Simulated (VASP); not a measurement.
# GaAs (zincblende type) (F-43m) in VASP: a series of runs

Runs on GaAs (zincblende type). Level: PBE. Tasks: single point.

Program: VASP 6.6.1. These are calculated values, not measurements. Logs are shortened: lines on timing, memory, paths and dates and some standing lists are left out, and cuts for length are marked.

## Step 1: The cell of the first run

The structure is cubic, space group F-43m (No. 216). Conventional cell: a = 5.150 Å, b = 5.150 Å, c = 5.150 Å, α = 90.00°, β = 90.00°, γ = 90.00°. Ga (site symmetry -43m) has 4 As at 2.23 Å within 2.9 Å. As (site symmetry -43m) has 4 Ga at 2.23 Å within 2.9 Å.

## Step 2: Single point, PBE (volume scaled by 0.72)

Input file INCAR:

```
PREC     = Accurate       # precision mode
ENCUT    = 520            # plane-wave cutoff, eV
EDIFF    = 1E-6           # SCF threshold, eV
ISMEAR   = -1             # smearing method
SIGMA    = 0.05           # smearing width, eV
LREAL    = False          # projectors in reciprocal space
LASPH    = True           # aspherical terms in the spheres
NELM     = 80             # most SCF steps
ALGO     = Normal         # electronic algorithm
ISIF     = 2              # what is computed and relaxed
LWAVE    = False          # write WAVECAR
LCHARG   = True           # write CHGCAR
GGA      = PE             # functional
LELF     = True           # ELF
LVHAR    = True         
NBANDS   = 16             # bands
```

Input file KPOINTS:

```
Automatic mesh
0
Gamma
  13 13 13
```

Input file POSCAR:

```
GaAs
1.0
    0.0000000000      2.5748223096      2.5748223096
    2.5748223096      0.0000000000      2.5748223096
    2.5748223096      2.5748223096      0.0000000000
Ga As
1 1
Direct
    0.0000000000      0.0000000000      0.0000000000
    0.2500000000      0.2500000000      0.2500000000
```

Potentials or basis: VASP PAW PBE potentials, release 64 (Ga_d, As).

The run is started by

```console
$ cat potpaw_PBE.64/Ga_d/POTCAR potpaw_PBE.64/As/POTCAR > POTCAR
$ mpirun -np 1 vasp_std > vasp.out
```

OUTCAR:

```text
PREC = Accurate
   ENCUT = 520
   EDIFF = 1E-6
   ISMEAR = -1
   LREAL = False
   LASPH = True
   NELM = 80
   ISIF = 2
   GGA = PE

 ion  position               nearest neighbor table
   1  0.000  0.000  0.000-   2 2.23   2 2.23   2 2.23   2 2.23
   2  0.250  0.250  0.250-   1 2.23   1 2.23   1 2.23   1 2.23

  LATTYP: Found a face centered cubic cell.
 ALAT       =     5.1496446192

  Lattice vectors:

 A1 = (   0.0000000000,   2.5748223096,   2.5748223096)
 A2 = (   2.5748223096,   0.0000000000,   2.5748223096)
 A3 = (   2.5748223096,   2.5748223096,   0.0000000000)

Analysis of symmetry for initial positions (statically):
=====================================================================
 Subroutine PRICEL returns:
 Original cell was already a primitive cell.

 Routine SETGRP: Setting up the symmetry group for a
 face centered cubic supercell.

 Subroutine GETGRP returns: Found 24 space group operations
 (whereof 24 operations were pure point group operations)
 out of a pool of 48 trial point group operations.

The static configuration has the point symmetry T_d .

Analysis of symmetry for dynamics (positions and initial velocities):
=====================================================================
 Subroutine PRICEL returns:
 Original cell was already a primitive cell.

 Routine SETGRP: Setting up the symmetry group for a
 face centered cubic supercell.

 Subroutine GETGRP returns: Found 24 space group operations
 (whereof 24 operations were pure point group operations)
 out of a pool of 48 trial point group operations.

The dynamic configuration has the point symmetry T_d .

 Subroutine INISYM returns: Found 24 space group operations
 (whereof 24 operations are pure point group operations),
 and found     1 'primitive' translations

----------------------------------------------------------------------------------------

                                     Primitive cell

  volume of cell :      34.1407

  direct lattice vectors                    reciprocal lattice vectors
     0.000000000  2.574822310  2.574822310    -0.194188157  0.194188157  0.194188157
     2.574822310  0.000000000  2.574822310     0.194188157 -0.194188157  0.194188157
     2.574822310  2.574822310  0.000000000     0.194188157  0.194188157 -0.194188157

  length of vectors
     3.641348631  3.641348631  3.641348631     0.336343755  0.336343755  0.336343755

  position of ions in fractional coordinates (direct lattice)
     0.000000000  0.000000000  0.000000000
     0.250000000  0.250000000  0.250000000

  ion indices of the primitive-cell ions
   primitive index   ion index
                 1           1
                 2           2

----------------------------------------------------------------------------------------

 KPOINTS: Automatic mesh

Automatic generation of k-mesh.
 Grid dimensions read from file:
 generate k-points for:   13   13   13

 Generating k-lattice:

  Cartesian coordinates                     Fractional coordinates (reciprocal lattice)
    -0.014937551  0.014937551  0.014937551     0.076923077  0.000000000  0.000000000
     0.014937551 -0.014937551  0.014937551     0.000000000  0.076923077  0.000000000
     0.014937551  0.014937551 -0.014937551     0.000000000  0.000000000  0.076923077

  Length of vectors
     0.025872597  0.025872597  0.025872597

  Shift w.r.t. Gamma in fractional coordinates (k-lattice)
     0.000000000  0.000000000  0.000000000

 Subroutine IBZKPT returns following result:
 ===========================================

 Found     84 irreducible k-points:

 Following reciprocal coordinates:
            Coordinates               Weight
  0.000000  0.000000  0.000000      1.000000
  0.076923  0.000000  0.000000      8.000000
  0.153846  0.000000  0.000000      8.000000
  0.230769  0.000000  0.000000      8.000000
  0.307692  0.000000  0.000000      8.000000
  0.384615  0.000000  0.000000      8.000000
[... 16 lines left out ...]
  0.384615  0.153846  0.000000     24.000000
  0.461538  0.153846  0.000000     24.000000
 [... further k-points ...]
   k-points           NKPTS =     84   k-points in BZ     NKDIM =     84   number of bands    NBANDS=     16
   number of dos      NEDOS =    301   number of ions     NIONS =      2
   total plane-waves  NPLWV =  21952
   dimension x,y,z NGX =    28 NGY =   28 NGZ =   28
   dimension x,y,z NGXF=    56 NGYF=   56 NGZF=   56
   ions per type =               1   1
   NGX,Y,Z   is equivalent  to a cutoff of  12.78, 12.78, 12.78 a.u.
   NGXF,Y,Z  is equivalent  to a cutoff of  25.57, 25.57, 25.57 a.u.
 SYSTEM =  unknown system
   PREC   = accura    normal or accurate (medium, high low for compatibility)
   ISTART =      0    job   : 0-new  1-cont  2-samecut
   ICHARG =      2    charge: 1-file 2-atom 10-const
   ISPIN  =      1    spin polarized calculation?
   LNONCOLLINEAR =      F non collinear calculations
   LSORBIT =      F    spin-orbit coupling
   LASPH  =      T    aspherical Exc in radial PAW
   ENCUT  =  520.0 eV  38.22 Ry    6.18 a.u.   6.77  6.77  6.77*2*pi/ulx,y,z
   NELM   =     80;   NELMIN=  2; NELMDL= -5     # of ELM steps
   EDIFF  = 0.1E-05   stopping-criterion for ELM
   LREAL  =      F    real-space projection
   EDIFFG = 0.1E-04   stopping-criterion for IOM
   NSW    =      0    number of steps for IOM
   IBRION =     -1    ionic relax: 0-MD 1-quasi-New 2-CG
   NFREE  =      0    steps in history (QN), initial steepest desc. (CG)
   ISIF   =      2    stress and relaxation
   ISYM   =      2    0-nonsym 1-usesym 2-fastsym
   POTIM  = 0.5000    time-step for ionic-motion
   TEBEG  =    0.0;   TEEND  =   0.0 temperature during run
   PSTRESS=    0.0 pullay stress
   NELECT =      18.0000    total number of electrons
   NUPDOWN=      -1.0000    fix difference up-down
   EMIN   =  10.00;   EMAX   =-10.00  energy-range for DOS
   EFERMI =   0.00;   METHOD = LEGACY
   ISMEAR =    -1;   SIGMA  =   0.05  broadening in eV -4-tet -1-fermi 0-gaus
   EFERMI_NEDOS =   21; number of points for ismear=-14 and -15
   IALGO  =     38    algorithm
   IMIX   =      4    mixing-type and parameters
     AMIX     =   0.40;   BMIX     =  1.00
     AMIX_MAG =   1.60;   BMIX_MAG =  1.00
  volume/ion in A,a.u.               =      17.07       115.20
  Fermi-wavevector in a.u.,A,eV,Ry     =   1.322539  2.499236 23.798069  1.749109
  Thomas-Fermi vector in A             =   2.452212
   LORBIT       =      0    0 simple, 1 ext, 2 COOP (PROOUT), +10 PAW based schemes
   GGA     = PE    functional components
   LHFCALC =     F    Hartree Fock is set to
   AEXX    =    0.0000 exact exchange contribution
   IVDW    =     0    specifies the selected vdW correction
   LEPSILON=     F    determine dielectric tensor
   LRPA    =     F    only Hartree local field effects (RPA)
 non-spin polarized calculation
  energy-cutoff  :      520.00
  volume of cell :       34.14
 maximum number of plane-waves:       941
   NGX = 13   NGY = 13   NGZ = 13

 number of electron      18.0000006 magnetization

 Free energy of the ion-electron system (eV)
  ---------------------------------------------------
  ext. energy  EPLUGINS =         0.00000000
  ---------------------------------------------------
  free energy    TOTEN  =        -6.95265495 eV

  energy without entropy =       -6.95265296  energy(sigma->0) =       -6.95265395

 E-fermi :   7.4094     XC(G=0): -10.9116

 val. band max:        7.0304748531   @ k =   0.0000   0.0000   0.0000
 cond. band min:       7.8113391352   @ k =   0.4615   0.4615   0.0000
 fundamental gap:      0.7808642821
 Fermi energy:         7.4093954905

 k-point     1 :       0.0000    0.0000    0.0000
  band No.  band energies     occupation
      1      -8.6144      2.00000
      2      -8.6144      2.00000
      3      -8.6144      2.00000
      4      -8.4364      2.00000
      5      -8.4364      2.00000
      6      -8.1265      2.00000
[... 8 lines left out ...]
     15      17.8414      0.00000
     16      17.8414      0.00000

 k-point     2 :       0.0769    0.0000    0.0000
  band No.  band energies     occupation
      1      -8.6500      2.00000
      2      -8.6109      2.00000
      3      -8.6109      2.00000
      4      -8.4368      2.00000
      5      -8.4368      2.00000
      6      -8.0034      2.00000
[... 8 lines left out ...]
     15      17.1316      0.00000
     16      17.1316      0.00000

 k-point     3 :       0.1538    0.0000    0.0000
  band No.  band energies     occupation
      1      -8.7113      2.00000
      2      -8.6017      2.00000
      3      -8.6017      2.00000
      4      -8.4374      2.00000
      5      -8.4374      2.00000
      6      -7.6816      2.00000
[... 8 lines left out ...]
     15      16.4232      0.00000
     16      16.7890      0.00000

 k-point     4 :       0.2308    0.0000    0.0000
  band No.  band energies     occupation
      1      -8.7650      2.00000
      2      -8.5900      2.00000
      3      -8.5900      2.00000
      4      -8.4370      2.00000
      5      -8.4370      2.00000
      6      -7.2019      2.00000
[... 8 lines left out ...]
     15      16.3186      0.00000
     16      16.5695      0.00000

 k-point     5 :       0.3077    0.0000    0.0000
  band No.  band energies     occupation
      1      -8.8065      2.00000
      2      -8.5795      2.00000
      3      -8.5795      2.00000
      4      -8.4345      2.00000
      5      -8.4345      2.00000
      6      -6.5913      2.00000
[... 8 lines left out ...]
     15      16.9795      0.00000
     16      16.9795      0.00000

 k-point     6 :       0.3846    0.0000    0.0000
  band No.  band energies     occupation
      1      -8.8352      2.00000
      2      -8.5726      2.00000
      3      -8.5726      2.00000
      4      -8.4305      2.00000
      5      -8.4305      2.00000
      6      -5.9175      2.00000
[... 8 lines left out ...]
     15      18.2360      0.00000
     16      18.2360      0.00000
[... 267 lines left out ...]
 k-point    21 :       0.2308    0.1538    0.0000
  band No.  band energies     occupation
      1      -8.7692      2.00000
      2      -8.5791      2.00000
      3      -8.5768      2.00000
      4      -8.4585      2.00000
      5      -8.4275      2.00000
      6      -7.2027      2.00000
[... 8 lines left out ...]
     15      18.1856      0.00000
     16      18.6352      0.00000

 k-point    22 :       0.3077    0.1538    0.0000
  band No.  band energies     occupation
      1      -8.8017      2.00000
      2      -8.5709      2.00000
      3      -8.5646      2.00000
      4      -8.4606      2.00000
      5      -8.4249      2.00000
      6      -6.6952      2.00000
[... 8 lines left out ...]
     15      18.4576      0.00000
     16      18.5799      0.00000

 k-point    23 :       0.3846    0.1538    0.0000
  band No.  band energies     occupation
      1      -8.8275      2.00000
      2      -8.5654      2.00000
      3      -8.5558      2.00000
      4      -8.4576      2.00000
      5      -8.4230      2.00000
      6      -6.0690      2.00000
[... 8 lines left out ...]
     15      19.1315      0.00000
     16      19.4230      0.00000

 k-point    24 :       0.4615    0.1538    0.0000
  band No.  band energies     occupation
      1      -8.8445      2.00000
      2      -8.5627      2.00000
      3      -8.5516      2.00000
      4      -8.4505      2.00000
      5      -8.4233      2.00000
      6      -5.4268      2.00000
[... 8 lines left out ...]
     15      20.4292      0.00000
     16      20.5927      0.00000

 [... further k-points ...]
[... 5 lines left out ...]
  --------------------------------------------------------------------------------------
  -------------------------------------------------------------------------------------
  Total        9.1383921      9.1383921      9.1383921      0.0000000     -0.0000000     -0.0000000
  in kB      428.8531292    428.8531292    428.8531292      0.0000000     -0.0000000     -0.0000000
  external PRESSURE =     428.8531292 kB  Pullay stress =       0.0000000 kB

 VOLUME and BASIS-vectors are now :
 -----------------------------------------------------------------------------
  energy-cutoff  :      520.00
  volume of cell :       34.14
      direct lattice vectors                 reciprocal lattice vectors
     0.000000000  2.574822310  2.574822310    -0.194188157  0.194188157  0.194188157
     2.574822310  0.000000000  2.574822310     0.194188157 -0.194188157  0.194188157
     2.574822310  2.574822310  0.000000000     0.194188157  0.194188157 -0.194188157

 POSITION                                       TOTAL-FORCE (eV/Angst)
 -----------------------------------------------------------------------------------
      0.00000      0.00000      0.00000         0.000000      0.000000     -0.000000
      1.28741      1.28741      1.28741        -0.000000     -0.000000      0.000000
 -----------------------------------------------------------------------------------
    total drift:                                0.000001      0.000001      0.000001

  FREE ENERGIE OF THE ION-ELECTRON SYSTEM (eV)
  ---------------------------------------------------
  free  energy   TOTEN  =        -6.9526549492 eV

  energy  without entropy=       -6.9526529605  energy(sigma->0) =       -6.95265395
```

Wall time 29 s (1 thread of Intel Xeon Platinum 8488C (Sapphire Rapids), shared host); peak memory 0.18 GiB.

Results:

```yaml
Free_energy: -6.9527 eV
Pressure: 42.9 GPa
Band_gap_on_the_k_mesh: 0.78 eV, indirect (least direct gap 2.80 eV)
```

 A k mesh can miss the band edges.

(Continued in part 2 of 2.)
